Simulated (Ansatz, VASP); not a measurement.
**HgTe: VASP beside Ansatz**

File INCAR:

```
SYSTEM = HgTe
  PREC = Accurate
  ENCUT = 520
  EDIFF = 1E-6
  ISMEAR = -1
  SIGMA = 0.02
  LREAL = .FALSE.
  LASPH = .TRUE.
  NELM = 100
  ALGO = Normal
  ISIF = 2
  LWAVE = .FALSE.
  LCHARG = .FALSE.
  GGA = PE
  NBANDS = 16
```

File KPOINTS:

```
regular mesh
0
G
  6 6 6
  0 0 0
```

File POSCAR:

```
HgTe
1.0
    0.0000000000      3.2891972970      3.2891972970
    3.2891972970      0.0000000000      3.2891972970
    3.2891972970      3.2891972970      0.0000000000
Hg Te
1 1
Direct
    0.0000000000      0.0000000000      0.0000000000
    0.2500000000      0.2500000000      0.2500000000
```

Input for Ansatz:

```yaml
crystal:
  lattice:
    - [0.0, 3.289197297, 3.289197297]
    - [3.289197297, 0.0, 3.289197297]
    - [3.289197297, 3.289197297, 0.0]
  atoms:
    - { symbol: Hg, position: [0.0, 0.0, 0.0] }
    - { symbol: Te, position: [0.25, 0.25, 0.25] }
kpoints:
  mp_grid: { grid: [6, 6, 6] }
  band_path:
    path:
      - [0.0, 0.0, 0.0]
      - [-0.5, -0.5, 0.0]
      - [-0.375, -0.375, 0.25]
      - [-0.375, 0.0, 0.375]
      - [0.0, 0.0, 0.5]
      - [-0.5, -0.25, 0.25]
    npoints: 1
hamiltonian:
  xc: pbe
scf:
  occupations: { method: fermi_dirac, width: 0.02 }
  n_extra_bands: 4
output:
  forces: true
  stress: true
  eigenvalues: true
```

Alike in both runs: task single point; functional PBE; k mesh 6 × 6 × 6; occupations fermi-dirac, width 0.02 eV; no spin polarisation.

|  | VASP | Ansatz |
| --- | --- | --- |
| version | VASP 6.6.1 | Ansatz 0.2.0 |
| potentials or method | VASP PAW PBE potentials, release 64 (Hg, Te) | plane waves, PAW |
| plane-wave cutoff (eV) | 520 | 420 |
| valence electrons in the cell | 18 | 36 |

|  | VASP | Ansatz | Ansatz less VASP |
| --- | --- | --- | --- |
| pressure (GPa) | 1.3 | 1.3 | -0.05 |

With one functional, cell and mesh, what is left measures potentials, basis and numerics. VASP's potentials hold 18 valence electrons a cell and Ansatz's 36, so a difference there can come from the potentials and not from the codes.

Spin-orbit coupling is off throughout.
